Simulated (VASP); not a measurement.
The system is As.

```
As
1.0
     0.00000    3.56379    3.56379
     3.56379    0.00000    3.56379
     3.56379    3.56379    0.00000
As
4
Direct
  0.62500 0.62500 0.62500
  0.62500 0.62500 0.12500
  0.62500 0.12500 0.62500
  0.12500 0.62500 0.62500
```

The cell was generated, and may not be a known phase.

```yaml
Program: VASP 6.6.1
Task: relaxation of cell and atoms
Functional: PBE
Potentials_or_basis: VASP PAW PBE potentials, release 64 (As)
Cutoff: 600 eV
k_mesh: 4 × 4 × 4
Occupations: gaussian, width 0.1 eV
Spin: no spin polarisation
```

At the start: pressure 19.4 GPa; volume 22.63 Å³/atom.

**Question.** How do energy, volume and symmetry change on relaxing?

**Answer.** Over 4 steps the energy falls by 352.4 meV/atom and the volume is 30.01 Å³/atom (+32.6 %); space group Fd-3m (No. 227, to 0.1 Å) before and after.

The path:
```csv
step,energy change (eV),largest force (eV/Å),pressure (GPa),volume (Å³)
1,0.0000,0.0000,19.43,90.52
2,-1.2782,0.0000,-3.38,131.45
3,-1.4085,0.0000,0.35,118.99
4,-1.4095,0.0000,-0.04,120.04
```

Final structure:
```
As
1.0
     0.00000    3.91525    3.91525
     3.91525    0.00000    3.91525
     3.91525    3.91525    0.00000
As
4
Direct
  0.62500 0.62500 0.62500
  0.62500 0.62500 0.12500
  0.62500 0.12500 0.62500
  0.12500 0.62500 0.62500
```

Caveat: the k points lie up to 0.35 Å⁻¹ apart in the final cell; the volume moved by over 15 % at a fixed basis, so the end points are rough.
